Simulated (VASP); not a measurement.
# LaReN3 (Pm-3m) in VASP: notebook, part 2 of 2

VASP 6.6.1. Earlier steps stand in the parts before.

### 3 Single point, LDA

Input file INCAR:

```
SYSTEM = LaReN3
  ALGO = Normal
  EDIFF = 1E-7
  ENCUT = 520
  GGA = CA
  ISIF = 2
  ISMEAR = -1
  LASPH = .True.
  LCHARG = .True.
  LELF = .True.
  LREAL = .False.
  LVHAR = .True.
  LWAVE = .False.
  NBANDS = 24
  NELM = 80
  PREC = Accurate
  SIGMA = 0.15
```

Input file KPOINTS:

```
k-points
0
Gamma
  3 3 3
  0 0 0
```

Input file POSCAR:

```
LaReN3
1.0
    3.9548927900      0.0000000000      0.0000000000
    0.0000000000      3.9548927900      0.0000000000
    0.0000000000      0.0000000000      3.9548927900
La Re N
1 1 3
Direct
    0.0000000000      0.0000000000      0.0000000000
    0.5000000013      0.5000000013      0.5000000013
    0.0000000000      0.5000000013      0.5000000013
    0.5000000013      0.0000000000      0.5000000013
    0.5000000013      0.5000000013      0.0000000000
```

Potentials or basis: VASP PAW LDA potentials, release 64 (La, Re, N).

On the command line:

```console
$ cat potpaw_LDA.64/La/POTCAR potpaw_LDA.64/Re/POTCAR potpaw_LDA.64/N/POTCAR > POTCAR
$ mpirun -np 1 vasp_std > vasp.out
```

OUTCAR:

```text
SYSTEM = LaReN3
   EDIFF = 1E-7
   ENCUT = 520
   GGA = CA
   ISIF = 2
   ISMEAR = -1
   LASPH = .True.
   LREAL = .False.
   NELM = 80
   PREC = Accurate

 ion  position               nearest neighbor table
   1  0.000  0.000  0.000-   2 3.43   2 3.43   2 3.43   2 3.43   2 3.43   2 3.43   2 3.43   2 3.43

   2  0.500  0.500  0.500-   3 1.98   4 1.98   5 1.98   5 1.98   4 1.98   3 1.98   1 3.43   1 3.43
                             1 3.43   1 3.43   1 3.43   1 3.43   1 3.43   1 3.43
   3  0.000  0.500  0.500-   2 1.98   2 1.98
[... 291 lines left out ...]
  -------------------------------------------------------------------------------------
  Total       -3.2009584     -3.2009584     -3.2009584      0.0000000      0.0000000     -0.0000000
  in kB      -82.9060977    -82.9060977    -82.9060977      0.0000000      0.0000000     -0.0000000
  external PRESSURE =     -82.9060977 kB  Pullay stress =       0.0000000 kB

 VOLUME and BASIS-vectors are now :
 -----------------------------------------------------------------------------
  energy-cutoff  :      520.00
  volume of cell :       61.86
      direct lattice vectors                 reciprocal lattice vectors
     3.954892790  0.000000000  0.000000000     0.252851355  0.000000000  0.000000000
     0.000000000  3.954892790  0.000000000     0.000000000  0.252851355  0.000000000
     0.000000000  0.000000000  3.954892790     0.000000000  0.000000000  0.252851355

 POSITION                                       TOTAL-FORCE (eV/Angst)
 -----------------------------------------------------------------------------------
      0.00000      0.00000      0.00000         0.000000      0.000000      0.000000
      1.97745      1.97745      1.97745         0.000000      0.000000      0.000000
      0.00000      1.97745      1.97745         0.000000      0.000000      0.000000
      1.97745      0.00000      1.97745         0.000000      0.000000      0.000000
      1.97745      1.97745      0.00000         0.000000      0.000000      0.000000
 -----------------------------------------------------------------------------------
    total drift:                               -0.000007     -0.000007     -0.000007

  FREE ENERGIE OF THE ION-ELECTRON SYSTEM (eV)
  ---------------------------------------------------
  free  energy   TOTEN  =       -50.8937391702 eV

  energy  without entropy=      -50.7334248946  energy(sigma->0) =      -50.81358203
```

OSZICAR:

```text
N       E                     dE             d eps       ncg     rms          rms(c)
DAV:   1     0.315161853214E+03    0.31516E+03   -0.12664E+04   208   0.196E+03
DAV:   2     0.902011673823E+01   -0.30614E+03   -0.25416E+03   296   0.447E+02
DAV:   3    -0.552422766039E+02   -0.64262E+02   -0.59545E+02   320   0.161E+02
DAV:   4    -0.601038613981E+02   -0.48616E+01   -0.45584E+01   336   0.425E+01
DAV:   5    -0.606881842285E+02   -0.58432E+00   -0.55399E+00   296   0.124E+01    0.631E+01
DAV:   6    -0.518319105146E+02    0.88563E+01   -0.75231E+01   336   0.600E+01    0.918E+00
DAV:   7    -0.511467507900E+02    0.68516E+00   -0.11886E+01   336   0.337E+01    0.167E+01
DAV:   8    -0.509122586766E+02    0.23449E+00   -0.11280E+00   360   0.114E+01    0.157E+00
DAV:   9    -0.508955648163E+02    0.16694E-01   -0.93353E-02   344   0.271E+00    0.766E-01
DAV:  10    -0.508936710251E+02    0.18938E-02   -0.14458E-02   360   0.106E+00    0.224E-01
DAV:  11    -0.508937674769E+02   -0.96452E-04   -0.12256E-03   312   0.284E-01    0.136E-01
DAV:  12    -0.508937426715E+02    0.24805E-04   -0.16011E-04   352   0.104E-01    0.144E-02
DAV:  13    -0.508937396208E+02    0.30508E-05   -0.21100E-05   320   0.405E-02    0.772E-03
DAV:  14    -0.508937392237E+02    0.39709E-06   -0.25786E-06   344   0.148E-02    0.502E-03
DAV:  15    -0.508937391702E+02    0.53460E-07   -0.56665E-07   248   0.860E-03
   1 F= -.50893739E+02 E0= -.50813582E+02  d E =-.160314E+00
```

Run time: 16 s. Hardware: 1 thread of AMD EPYC 7R43 (Zen 3), shared host; peak memory 0.12 GiB.

What came out:

* Free energy: -50.8937 eV
* Pressure: -8.3 GPa

Levels at points of the mesh, in eV from the Fermi level:
```
           k point  band 14  band 15  band 16  band 17  band 18  band 19
(0.00, 0.00, 0.00)    -2.82    -2.82    -2.82    -1.21    -1.21    -1.21
```

Caveat: the k points lie up to 0.53 Å⁻¹ apart; spin-orbit coupling is left out, which moves the levels of the heavy elements.

### 4 Single point, LDA

Input file INCAR:

```
SYSTEM = LaReN3
ALGO = Normal ; EDIFF = 1E-7
ENCUT = 520 ; GGA = CA
ISIF = 2 ; ISMEAR = -1
LASPH = .True. ; LCHARG = .True.
LELF = .True. ; LREAL = .False.
LVHAR = .True. ; LWAVE = .False.
NBANDS = 24 ; NELM = 80
PREC = Accurate ; SIGMA = 0.15
```

Input file KPOINTS:

```
k-points
0
Gamma
  4 4 4
  0 0 0
```

POSCAR is that of step 3.

On the command line:

```console
$ cat potpaw_LDA.64/La/POTCAR potpaw_LDA.64/Re/POTCAR potpaw_LDA.64/N/POTCAR > POTCAR
$ mpirun -np 1 vasp_std > vasp.out
```

Wall time 29 s (1 thread of AMD EPYC 7R43 (Zen 3), shared host); peak memory 0.13 GiB.

Results (log left out):

```yaml
Free_energy: -50.9373 eV
Pressure: -7.7 GPa
```

Levels at points of the mesh, in eV from the Fermi level:
```tsv
k point	band 12	band 13	band 14	band 15	band 16	band 17	band 18	band 19	band 20	band 21
(0.00, 0.00, 0.00)	-2.77	-2.77	-2.47	-2.47	-2.47	-0.87	-0.87	-0.87	0.97	0.97
(0.50, 0.00, 0.00)	-4.68	-3.97	-3.45	-2.59	-1.55	-1.55	1.48	1.48	2.10	2.18
(0.50, 0.50, 0.00)	-5.88	-2.91	-2.41	-2.41	-0.75	1.35	1.56	1.56	2.26	2.26
(0.50, 0.50, 0.50)	-6.04	-6.04	-0.71	-0.71	-0.71	2.06	2.06	2.06	2.63	2.96
```

Caveat: the k points lie up to 0.40 Å⁻¹ apart; spin-orbit coupling is left out, which moves the levels of the heavy elements.

### 5 Single point, LDA

Input file INCAR:

```
PREC = Accurate
ENCUT = 520
EDIFF = 1E-6
ISMEAR = -1
SIGMA = 0.15
LREAL = F
LASPH = T
NELM = 60
ALGO = Normal
ISIF = 2
LWAVE = F
LCHARG = F
GGA = CA
NBANDS = 24
```

Input file KPOINTS:

```
Automatic mesh
0
Gamma
  6 6 6
```

POSCAR is that of step 4.

Potentials or basis: VASP PAW LDA potentials, release 64 (La, Re, N).

On the command line:

```console
$ cat potpaw_LDA.64/La/POTCAR potpaw_LDA.64/Re/POTCAR potpaw_LDA.64/N/POTCAR > POTCAR
$ mpirun -np 1 vasp_std > vasp.out
```

OUTCAR:

```text
PREC = Accurate
   ENCUT = 520
   EDIFF = 1E-6
   ISMEAR = -1
   LREAL = F
   LASPH = T
   NELM = 60
   ISIF = 2
   GGA = CA

 ion  position               nearest neighbor table
   1  0.000  0.000  0.000-   2 3.43   2 3.43   2 3.43   2 3.43   2 3.43   2 3.43   2 3.43   2 3.43

   2  0.500  0.500  0.500-   3 1.98   4 1.98   5 1.98   5 1.98   4 1.98   3 1.98   1 3.43   1 3.43
                             1 3.43   1 3.43   1 3.43   1 3.43   1 3.43   1 3.43
   3  0.000  0.500  0.500-   2 1.98   2 1.98
   4  0.500  0.000  0.500-   2 1.98   2 1.98
   5  0.500  0.500  0.000-   2 1.98   2 1.98

  LATTYP: Found a simple cubic cell.
 ALAT       =     3.9548927900

  Lattice vectors:

 A1 = (   3.9548927900,   0.0000000000,   0.0000000000)
 A2 = (   0.0000000000,   3.9548927900,   0.0000000000)
 A3 = (   0.0000000000,   0.0000000000,   3.9548927900)

Analysis of symmetry for initial positions (statically):
=====================================================================
 Subroutine PRICEL returns:
 Original cell was already a primitive cell.

 Routine SETGRP: Setting up the symmetry group for a
[... 169 lines left out ...]
 E-fermi :   8.7113     XC(G=0): -12.3494

 val. band max:        8.6695886310   @ k =   0.1667   0.1667   0.1667
 cond. band min:       8.8139433389   @ k =   0.3333   0.1667   0.1667
 fundamental gap:      0.1443547079
 Fermi energy:         8.7113218889

 k-point     1 :       0.0000    0.0000    0.0000
  band No.  band energies     occupation
      1     -23.1761      2.00000
      2      -7.1541      2.00000
      3      -6.8769      2.00000
      4      -6.8769      2.00000
      5      -6.8769      2.00000
      6      -5.6400      2.00000
[... 529 lines left out ...]
     23      12.1518      0.00000
     24      12.1520      0.00000

------------------------ aborting loop because EDIFF is reached ----------------------------------------

  FORCE on cell =-STRESS in cart. coord.  units (eV):
  Direction    XX          YY          ZZ          XY          YZ          ZX
  --------------------------------------------------------------------------------------
  -------------------------------------------------------------------------------------
  Total       -3.1856530     -3.1856530     -3.1856530     -0.0000000      0.0000000     -0.0000000
  in kB      -82.5096805    -82.5096805    -82.5096805     -0.0000000      0.0000000     -0.0000000
  external PRESSURE =     -82.5096805 kB  Pullay stress =       0.0000000 kB

 VOLUME and BASIS-vectors are now :
 -----------------------------------------------------------------------------
  energy-cutoff  :      520.00
  volume of cell :       61.86
      direct lattice vectors                 reciprocal lattice vectors
     3.954892790  0.000000000  0.000000000     0.252851355  0.000000000  0.000000000
     0.000000000  3.954892790  0.000000000     0.000000000  0.252851355  0.000000000
     0.000000000  0.000000000  3.954892790     0.000000000  0.000000000  0.252851355

 POSITION                                       TOTAL-FORCE (eV/Angst)
 -----------------------------------------------------------------------------------
      0.00000      0.00000      0.00000         0.000000      0.000000      0.000000
      1.97745      1.97745      1.97745         0.000000      0.000000      0.000000
      0.00000      1.97745      1.97745         0.000000      0.000000      0.000000
      1.97745      0.00000      1.97745         0.000000      0.000000      0.000000
      1.97745      1.97745      0.00000         0.000000      0.000000      0.000000
 -----------------------------------------------------------------------------------
    total drift:                               -0.000008     -0.000008     -0.000008

  FREE ENERGIE OF THE ION-ELECTRON SYSTEM (eV)
  ---------------------------------------------------
  free  energy   TOTEN  =       -51.1216093010 eV

  energy  without entropy=      -50.9976647492  energy(sigma->0) =      -51.05963703
```

Run time: 47 s. Hardware: 1 thread of AMD EPYC 7R43 (Zen 3), shared host; peak memory 0.15 GiB.

What came out:

```yaml
Free_energy: -51.1216 eV
Pressure: -8.3 GPa
```

Caveat: spin-orbit coupling is left out, which moves the levels of the heavy elements.

### 6 Overview

| k mesh | gap on the mesh (eV) | pressure (GPa) |
| --- | --- | --- |
| 2 × 2 × 2 | none | -8.3 |
| 3 × 3 × 3 | none | -8.3 |
| 4 × 4 × 4 | none | -7.7 |
| 6 × 6 × 6 | none | -8.3 |

Alike in all rows: task single point; level LDA; potentials or basis VASP PAW LDA potentials, release 64 (La, Re, N); no spin polarisation; cell as given; cutoff (eV) 520; smearing fermi-dirac 0.15 eV.

Caveats: some runs use coarse meshes; spin-orbit coupling is left out, which moves the levels of the heavy elements.

Total energies depend on the potentials used, so only differences within one code and one set of settings carry meaning.
